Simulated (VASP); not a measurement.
**Hg: single point with PBE**

The system is Hg.

```
Hg
1.0
     0.00000    2.93963    2.93963
     2.93963    0.00000    2.93963
     2.93963    2.93963    0.00000
Hg
2
Direct
  0.87500 0.87500 0.87500
  0.12500 0.12500 0.12500
```

```yaml
Program: VASP 6.6.1
Task: single point
Functional: PBE
Potentials_or_basis: VASP PAW PBE potentials, release 64 (Hg)
Cutoff: 520 eV
k_mesh: 11 × 11 × 11
Occupations: fermi-dirac, width 0.05 eV
Spin: no spin polarisation
```

* Pressure: 27.3 GPa
* Band gap on the k mesh: zero (bands 12 and 13 overlap by 7.09 eV)

Levels at points of the mesh, in eV from the Fermi level:
```
           k point  band 8  band 9  band 10  band 11  band 12  band 13  band 14  band 15  band 16  band 17
(0.00, 0.00, 0.00)   -7.03   -7.03    -6.17    -6.17     6.32     7.05     7.05     7.05     7.84     8.19
```

It took 26 s on 1 thread of AMD EPYC 9R45 96-Core Processor (Zen 5), on a shared host, peak memory 0.17 GiB.

Caveat: the cell stands under pressure; spin-orbit coupling is left out, which moves the levels of the heavy elements.
